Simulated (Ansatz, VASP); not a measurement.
## One calculation of Ta, two programs

```
Ta
1.0
    -1.62552    1.62552    1.62552
     1.62552   -1.62552    1.62552
     1.62552    1.62552   -1.62552
Ta
1
Direct
  0.00000 0.00000 0.00000
```

Alike in both runs: task single point; functional PBE; k mesh 18 × 18 × 18; occupations gaussian, width 0.1 eV; no spin polarisation.

```csv
,VASP,Ansatz
version,VASP 6.6.1,Ansatz 0.2.0
potentials or method,"VASP PAW PBE potentials, release 64 (Ta_pv), cutoff 520 eV","scalar-relativistic, plane waves, PAW"
valence electrons in the cell,11,13
```

```csv
,VASP,Ansatz,Ansatz less VASP
gap on the k mesh at the Fermi level (eV),none,none,-
pressure (GPa),13.7,13.5,-0.21
```

A gap of «none» marks a metal or a gap that the smearing closes. The functional is the same, so the differences come from potentials, cutoffs and numerics. VASP's potentials hold 11 valence electrons a cell and Ansatz's 13, so a difference there can come from the potentials and not from the codes.

Spin-orbit coupling is off throughout.
